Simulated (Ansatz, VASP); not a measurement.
## One calculation of Ca2SnF6, two programs

```
CELL_PARAMETERS angstrom
0.00000 4.13483 4.13483
4.13483 0.00000 4.13483
4.13483 4.13483 0.00000
ATOMIC_POSITIONS crystal
Ca 0.25000 0.25000 0.25000
Ca 0.75000 0.75000 0.75000
Sn 0.00000 0.00000 0.00000
F 0.73268 0.26732 0.26732
F 0.26732 0.73268 0.73268
F 0.26732 0.73268 0.26732
F 0.73268 0.26732 0.73268
F 0.26732 0.26732 0.73268
F 0.73268 0.73268 0.26732
```

Change from the starting cell: ordered vacancies on the cation sites of perovskite (Fm-3m, No. 225).

Alike in both runs: functional PBE; k mesh 4 × 4 × 4; occupations gaussian, width 0.1 eV; no spin polarisation.

Ansatz relaxed the structure, and its values are those at the end. VASP's run is a single point on that final structure, the one shown.

|  | VASP | Ansatz |
| --- | --- | --- |
| version | VASP 6.6.1 | Ansatz 0.2.0 |
| potentials or method | VASP PAW PBE potentials, release 64 (Ca_sv, Sn_d, F), cutoff 520 eV | scalar-relativistic, plane waves, PAW |
| valence electrons in the cell | 76 | 76 |

Ansatz gave:

```
gap on the k mesh at the Fermi level (eV) : 1.39
least direct gap on the mesh (eV)         : 1.79
pressure (GPa)                            : 0.0
rms of the force components (eV/Å)        : 0.003
```

Problem. What did VASP give for the same quantities?

Solution. gap on the k mesh at the Fermi level (eV): 1.41; least direct gap on the mesh (eV): 1.80; pressure (GPa): 0.0; rms of the force components (eV/Å): 0.013.
